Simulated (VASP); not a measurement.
Crystal: Ba.

```
CELL_PARAMETERS angstrom
4.04414 0.00000 0.00000
0.00000 4.04414 0.00000
0.00000 0.00000 4.04414
ATOMIC_POSITIONS crystal
Ba 0.00000 0.00000 0.00000
```

Base run:

- Program: VASP 6.6.1
- Functional: revPBE
- Potentials or basis: VASP PAW PBE potentials, release 64 (Ba_sv)
- Cutoff: 520 eV
- k mesh: 9 × 9 × 9
- Occupations: fermi-dirac, width 0.1 eV
- Spin: no spin polarisation

Its results: band gap on the k mesh 0.13 eV, direct; pressure 0.1 GPa.

Question: The run is repeated on the same cell with these changes: k mesh from 9 × 9 × 9 to 13 × 13 × 13. What comes out?

Answer: Band gap on the k mesh 0.06 eV, direct; pressure 0.1 GPa.

Caveats: the PAW data sets were made with another functional, which shifts forces and pressure a little; spin-orbit coupling is left out, which moves the levels of the heavy elements.

A k mesh can miss the band edges.
